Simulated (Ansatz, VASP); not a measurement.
**One calculation of Ta2NbO2, two programs**

```xyz
5
Lattice="-1.8387 1.8387 4.9605 1.8387 -1.8387 4.9605 1.8387 1.8387 -4.9605" Properties=species:S:1:pos:R:3 pbc="T T T"
Ta    0.0000    1.8387    2.4802
Ta    1.8387    0.0000    2.4802
Nb    0.0000    0.0000    0.0000
O     0.0000    0.0000    6.1595
O     0.0000    0.0000    3.7615
```

Change from the starting cell: species swapped into the NdMn2Si2 type (I4/mmm, No. 139).

Alike in both runs: task single point; functional PBE; k mesh 6 × 6 × 6; occupations gaussian, width 0.1 eV; collinear spin.

```csv
,VASP,Ansatz
version,VASP 6.6.1,Ansatz 0.2.0
potentials or method,"VASP PAW PBE potentials, release 64 (Ta_pv, Nb_sv, O), cutoff 520 eV","scalar-relativistic, plane waves, PAW"
valence electrons in the cell,47,51
```

|  | VASP | Ansatz | Ansatz less VASP |
| --- | --- | --- | --- |
| gap on the k mesh at the Fermi level (eV) | none | none | - |
| pressure (GPa) | 10.5 | 10.0 | -0.49 |
| traceless stress, the component that is largest in VASP (GPa) | -7.87 | -7.74 | +0.127 |
| rms of the force components (eV/Å) | 0.253 | 0.278 | +0.0247 |
| net moment per atom (μB) | 0.00 | 0.00 | -0.002 |

Atom by atom the forces differ by 0.025 eV/Å (rms over components). A gap of «none» marks a metal or a gap that the smearing closes. With one functional, cell and mesh, what is left measures potentials, basis and numerics. VASP's potentials hold 47 valence electrons a cell and Ansatz's 51, so a difference there can come from the potentials and not from the codes. Ansatz's warnings: seeded moment not kept.

The k mesh is coarse, so the values compare programs but aren't converged. Spin-orbit coupling is off throughout.
